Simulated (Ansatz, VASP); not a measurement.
# Si2IrPd2: VASP beside Ansatz

The input INCAR:

```
ALGO = Fast
EDIFF = 1E-6
ENCUT = 520
GGA = PE
ISIF = 2
ISMEAR = 0
LASPH = T
LCHARG = F
LREAL = F
LWAVE = F
NBANDS = 26
NELM = 60
PREC = Accurate
SIGMA = 0.1
```

KPOINTS

```
k-points
0
Gamma
  4 4 4
```

Contents of POSCAR:

```
Si2IrPd2
1.0
    3.9153590100      0.0000000000      0.0000000000
    0.0000000000      3.9153590100      0.0000000000
    0.0000000000      0.0000000000      5.3110692100
Si Pd Ir
2 2 1
Direct
    0.0000000000      0.5000000000      0.5000000000
    0.5000000000      0.0000000000      0.5000000000
    0.5000000000      0.5000000000      0.2399999900
    0.5000000000      0.5000000000      0.7600000100
    0.0000000000      0.0000000000      0.0000000000
```

Input for Ansatz:

```yaml
crystal:
  lattice:
    - [3.91535901, 0.0, 0.0]
    - [0.0, 3.91535901, 0.0]
    - [0.0, 0.0, 5.31106921]
  atoms:
    - { symbol: Si, position: [0.0, 0.5, 0.5] }
    - { symbol: Si, position: [0.5, 0.0, 0.5] }
    - { symbol: Pd, position: [0.5, 0.5, 0.23999999] }
    - { symbol: Pd, position: [0.5, 0.5, 0.76000001] }
    - { symbol: Ir, position: [0.0, 0.0, 0.0] }
basis:
  ecutwfc: 420
kpoints:
  mp_grid: { grid: [4, 4, 4] }
hamiltonian:
  xc: pbe
scf:
  occupations: { method: gaussian, width: 0.1 }
  lower_state_search: "off"
output:
  forces: true
  stress: true
  eigenvalues: true
```

Change from the starting cell: species swapped into the CeMg2Si2 type (P4/mmm, No. 123).

Alike in both runs: task single point; functional PBE; k mesh 4 × 4 × 4; occupations gaussian, width 0.1 eV; no spin polarisation.

```csv
,VASP,Ansatz
version,VASP 6.6.1,Ansatz 0.2.0
potentials or method,"VASP PAW PBE potentials, release 64 (Si, Pd, Ir), cutoff 520 eV","scalar-relativistic, plane waves, PAW"
valence electrons in the cell,37,61
```

```csv
,VASP,Ansatz,Ansatz less VASP
gap on the k mesh at the Fermi level (eV),none,none,-
pressure (GPa),-6.6,-6.7,-0.10
"traceless stress, the component that is largest in VASP (GPa)",0.97,1.12,+0.143
rms of the force components (eV/Å),0.092,0.069,-0.0231
```

Atom by atom the forces differ by 0.023 eV/Å (rms over components). A gap of «none» marks a metal or a gap that the smearing closes. With one functional, cell and mesh, what is left measures potentials, basis and numerics. VASP's potentials hold 37 valence electrons a cell and Ansatz's 61, so a difference there can come from the potentials and not from the codes.

The k mesh is coarse, so the values compare programs but aren't converged. Neither program's run includes spin-orbit coupling.
